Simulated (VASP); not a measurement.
Write the native input for VASP 6.6.1 that does the following.

```yaml
Task: relaxation of cell and atoms
Functional: PBEsol
Potentials_or_basis: VASP PAW PBE potentials, release 64 (Ga_d)
Cutoff: 600 eV
k_mesh: 12 × 12 × 12
Occupations: fermi-dirac, width 0.1 eV
Spin: no spin polarisation
Target_pressure: 8 GPa
Dipole_correction: no
Further_INCAR_settings: ALGO = Normal; EDIFF = 1e-07; IBRION = 2; EDIFFG = -0.005; NSW = 32; ISIF = 3
```

The structure of Ga lies in POSCAR:

```
Ga
1.0
    0.0000000000      2.7548907730      2.7548907730
    2.7548907730      0.0000000000      2.7548907730
    2.7548907730      2.7548907730      0.0000000000
Ga
2
Direct
   -0.1250000000     -0.1250000000     -0.1250000000
    0.1250000000      0.1250000000      0.1250000000
```

This isn't the form of Ga at room conditions, which is orthorhombic.

These files were run (other wordings do the same):

INCAR

```
SYSTEM = Ga
ALGO     = Normal         ! electronic algorithm
EDIFF    = 1E-7           ! SCF threshold, eV
EDIFFG   = -0.005         ! ionic threshold
ENCUT    = 600            ! plane-wave cutoff, eV
GGA      = PS             ! functional
IBRION   = 2              ! ionic algorithm
ISIF     = 3              ! what is computed and relaxed
ISMEAR   = -1             ! smearing method
LASPH    = .True.         ! aspherical terms in the spheres
LCHARG   = .False.        ! write CHGCAR
LREAL    = .False.        ! projectors in reciprocal space
LWAVE    = .False.        ! write WAVECAR
NELM     = 100            ! most SCF steps
NSW      = 32             ! ionic steps
PREC     = Accurate       ! precision mode
PSTRESS  = 80.0         
SIGMA    = 0.1            ! smearing width, eV
```

KPOINTS

```
k-points
0
Gamma
  12 12 12
  0 0 0
```

Potentials or basis: VASP PAW PBE potentials, release 64 (Ga_d).

Run with:

```bash
$ cat potpaw_PBE.64/Ga_d/POTCAR > POTCAR
$ mpirun -np 1 vasp_std > vasp.out
```

Results of the run:

```
Pressure after relaxing : 8.0 GPa
Band gap on the k mesh  : zero (bands 13 and 14 overlap by 5.22 eV)
```

Caveat: the relaxation stopped at its first step, so nothing moved; the cell is relaxed towards a set pressure, so the run minimises the enthalpy, not the energy; the PAW data sets were made with another functional, which shifts forces and pressure a little.

It took 20 s on 1 thread of Intel(R) Xeon(R) 6975P-C (Granite Rapids) (shared host), peak memory 0.2 GiB.
